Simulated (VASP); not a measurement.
# InH3: single point with PBE

InH3:

```
In H
1.0
     2.98247    0.00000    0.00000
    -1.49124    2.58290    0.00000
     0.00000    0.00000    4.99873
In H
1 3
Cartesian
  0.0000 0.0000 0.0000
  1.4912 0.0000 2.4994
  -0.7456 1.2914 2.4994
  0.7456 1.2914 2.4994
```

The cell was built from a structure type or drawn by symmetry, and may not be a known phase.

```
Program                : VASP 6.6.1
Task                   : single point
Functional             : PBE
Potentials or basis    : VASP PAW PBE potentials, release 64 (In_d, H)
Cutoff                 : 520 eV
k mesh                 : 18 × 18 × 10
Occupations            : gaussian, width 0.1 eV
Spin                   : no spin polarisation
Dipole correction      : no
Further INCAR settings : ALGO = Normal; EDIFF = 1e-06; NBANDS = 16
```

```json
{
 "Pressure": "-0.2 GPa",
 "Band gap on the k mesh": "zero (bands 8 and 9 overlap by 5.04 eV)"
}
```

Levels at points of the mesh, in eV from the Fermi level:
```tsv
k point	band 6	band 7	band 8	band 9	band 10	band 11
(0.00, 0.00, 0.00)	-11.15	-6.65	-1.95	6.66	6.66	12.55
(0.50, 0.00, 0.00)	-6.39	-4.54	-1.52	-0.25	3.24	4.23
(0.00, 0.00, 0.50)	-10.30	-8.85	1.86	6.65	6.65	6.78
(0.50, 0.00, 0.50)	-5.88	-3.82	-2.77	-2.39	4.67	5.88
```

Wall time 36 s on 1 thread of Intel(R) Xeon(R) 6975P-C (Granite Rapids), on a shared host, peak memory 0.25 GiB.

Caveat: spin-orbit coupling is left out, which moves the levels of the heavy elements.
